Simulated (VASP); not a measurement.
Here is a VASP 6.6.1 calculation.

INCAR

```
SYSTEM = In2O3
PREC = Accurate ; ENCUT = 520
EDIFF = 1E-6 ; ISMEAR = 0
SIGMA = 0.02 ; LREAL = .False.
LASPH = .True. ; NELM = 80
ALGO = Normal ; ISIF = 2
LWAVE = .False. ; LCHARG = .False.
GGA = PS ; NBANDS = 55
```

The input KPOINTS:

```
regular mesh
0
Gamma
  6 6 6
  0 0 0
```

File POSCAR:

```
In2O3
1.0
    2.7562186578      1.5913035840      4.8456979816
   -2.7562186578      1.5913035840      4.8456979816
    0.0000000000     -3.1826071681      4.8456979816
In O
4 6
Direct
    0.6425528069      0.6425528069      0.6425528069
    0.8574471931      0.8574471931      0.8574471931
    0.3574471931      0.3574471931      0.3574471931
    0.1425528069      0.1425528069      0.1425528069
    0.0458555512      0.7500000000      0.4541444488
    0.7500000000      0.4541444488      0.0458555512
    0.4541444488      0.0458555512      0.7500000000
    0.9541444488      0.2500000000      0.5458555512
    0.5458555512      0.9541444488      0.2500000000
    0.2500000000      0.5458555512      0.9541444488
```

Potentials or basis: VASP PAW PBE potentials, release 64 (In_d, O).

The run is started by

```console
$ cat potpaw_PBE.64/In_d/POTCAR potpaw_PBE.64/O/POTCAR > POTCAR
$ mpirun -np 1 vasp_std > vasp.out
```

(1) Estimate the pressure.

(2) What does it give for the largest force?

(3) What does it give for the band gap on the k mesh?

Answers

(1) 0.5 GPa.

(2) 0.005 eV/Å.

(3) 1.11 eV (least direct gap 1.16 eV).

Caveat: the PAW data sets were made with another functional, which shifts forces and pressure a little; spin-orbit coupling is left out, which moves the levels of the heavy elements.
